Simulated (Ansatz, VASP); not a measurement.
# Two plane-wave programs on Al

The input INCAR:

```
SYSTEM = Al
PREC     = Accurate       ! precision mode
ENCUT    = 600            ! plane-wave cutoff, eV
EDIFF    = 1E-6           ! SCF threshold, eV
ISMEAR   = -1             ! smearing method
SIGMA    = 0.1            ! smearing width, eV
LREAL    = .False.        ! projectors in reciprocal space
LASPH    = .True.         ! aspherical terms in the spheres
NELM     = 100            ! most SCF steps
ALGO     = Normal         ! electronic algorithm
ISIF     = 3              ! what is computed and relaxed
LWAVE    = .False.        ! write WAVECAR
LCHARG   = .False.        ! write CHGCAR
IBRION   = 2              ! ionic algorithm
NSW      = 80             ! ionic steps
EDIFFG   = -0.01          ! ionic threshold
```

KPOINTS

```
regular mesh
0
Gamma
  10 10 3
  0 0 0
```

The input POSCAR:

```
Al
1.0
    2.8270770000      0.0000000000      0.0000000000
   -1.4135385000      2.4483205005      0.0000000000
    0.0000000000      0.0000000000      9.1859930000
Al
4
Direct
    0.0000000000      0.0000000000      0.0000000000
    0.0000000000      0.0000000000      0.5000000000
    0.3333333333      0.6666666667      0.2500000000
    0.6666666667      0.3333333333      0.7500000000
```

Input for Ansatz:

```yaml
crystal:
  lattice:
    a: 2.827077
    b: 2.827077
    c: 9.185993
    alpha: 90.0
    beta: 90.0
    gamma: 120.0
  space_group: 194
  atoms:
    - { symbol: Al, position: [0.0, 0.0, 0.0] }
    - { symbol: Al, position: [0.3333333333333333, 0.6666666666666666, 0.25] }
kpoints:
  mp_grid:
    grid: [10, 10, 3]
    shift: [0.0, 0.0, 0.0]
hamiltonian:
  xc: lda
  dispersion: none
scf:
  occupations:
    method: fermi_dirac
relax:
  f_tol: 0.01
  cell: {}
```

Alike in both runs: task relaxation of cell and atoms; functional LDA; k mesh 10 × 10 × 3; no spin polarisation.

|  | VASP | Ansatz |
| --- | --- | --- |
| version | VASP 6.6.1 | Ansatz 0.2.0 |
| potentials or method | VASP PAW LDA potentials, release 64 (Al) | plane waves, PAW |
| plane-wave cutoff (eV) | 600 | 420 |
| occupations | fermi-dirac, width 0.1 eV | fermi-dirac |
| valence electrons in the cell | 12 | 12 |

|  | VASP | Ansatz | Ansatz less VASP |
| --- | --- | --- | --- |
| relaxed volume (Å³/atom) | 15.87 | 15.85 | -0.015 |
| relaxed cell length with the largest relative difference (Å) | 2.812 | 2.811 | -0.0009 |

LDA's correlation is that of Perdew and Zunger in VASP and of Perdew and Wang (1992) in Ansatz.
